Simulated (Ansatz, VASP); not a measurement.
## Two plane-wave programs on Si7Ge

```
Si Ge
1.0
     5.36197    0.00000    0.00000
     0.00000    5.36197    0.00000
     0.00000    0.00000    4.75285
Si Ge
7 1
Direct
  0.25260 0.25260 0.25260
  0.00000 0.50000 0.50000
  0.50000 0.50000 0.00000
  0.50000 0.00000 0.50000
  0.74740 0.25260 0.74740
  0.74740 0.74740 0.25260
  0.25260 0.74740 0.74740
  0.00000 0.00000 0.00000
```

Alike in both runs: task single point; functional PBEsol; k mesh 8 × 8 × 8; occupations gaussian, width 0.03 eV; no spin polarisation.

|  | VASP | Ansatz |
| --- | --- | --- |
| version | VASP 6.6.1 | Ansatz 0.2.0 |
| potentials or method | VASP PAW PBE potentials, release 64 (Si, Ge_d), cutoff 520 eV | scalar-relativistic, plane waves, PAW |
| valence electrons in the cell | 42 | 42 |

Ansatz gave:

| Quantity | Value |
| --- | --- |
| gap on the k mesh at the Fermi level (eV) | none |
| pressure (GPa) | 21.5 |
| traceless stress, the component that is largest in VASP (GPa) | 3.53 |
| rms of the force components (eV/Å) | 0.032 |

Task: Which values does VASP return?

Result: gap on the k mesh at the Fermi level (eV): none; pressure (GPa): 21.6; traceless stress, the component that is largest in VASP (GPa): 3.51; rms of the force components (eV/Å): 0.030.

VASP's potentials were made for PBE, not for PBEsol, and Ansatz warns of the same on its side. Atom by atom the forces differ by 0.005 eV/Å (rms over components). A gap of «none» marks a metal or a gap that the smearing closes. The functional is the same, so the differences come from potentials, cutoffs and numerics.
